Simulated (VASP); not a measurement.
Set up this calculation in VASP 6.6.1, as the native input.

* Task: single point
* Functional: PBE
* Potentials or basis: VASP PAW PBE potentials, release 64 (Sc_sv, Si)
* Cutoff: 520 eV
* k mesh: 10 × 10 × 16
* Occupations: gaussian, width 0.1 eV
* Spin: no spin polarisation
* Dipole correction: no
* Further INCAR settings: ALGO = Normal; EDIFF = 1e-07; NBANDS = 16

The structure of ScSi2 lies in POSCAR:

```
ScSi2
1.0
    3.6467531828      0.0000000000      0.0000000000
    0.0000000000      3.6467531828      0.0000000000
    0.0000000000      0.0000000000      4.1955198278
Sc Si
1 2
Direct
    0.0000000000      0.0000000000      0.0000000000
    0.5000000000      0.0000000000      0.5000000000
    0.0000000000      0.5000000000      0.5000000000
```

The cell was generated, and may not be a known phase.

These files were run (other wordings do the same):

INCAR

```
SYSTEM = ScSi2
  PREC = Accurate
  ENCUT = 520
  EDIFF = 1E-7
  ISMEAR = 0
  SIGMA = 0.1
  LREAL = .FALSE.
  LASPH = .TRUE.
  NELM = 100
  ALGO = Normal
  ISIF = 2
  LWAVE = .FALSE.
  LCHARG = .FALSE.
  GGA = PE
  NBANDS = 16
```

KPOINTS

```
Automatic mesh
0
G
  10 10 16
  0 0 0
```

Potentials or basis: VASP PAW PBE potentials, release 64 (Sc_sv, Si).

Run with:

```console
$ cat potpaw_PBE.64/Sc_sv/POTCAR potpaw_PBE.64/Si/POTCAR > POTCAR
$ mpirun -np 1 vasp_std > vasp.out
```

It gave:

```
Pressure               : 0.1 GPa
Band gap on the k mesh : zero (an odd number of electrons rules out a gap without spin polarisation)
```

It took 92 s on 1 thread of AMD EPYC 9R45 96-Core Processor (Zen 5) (shared host), peak memory 0.26 GiB.
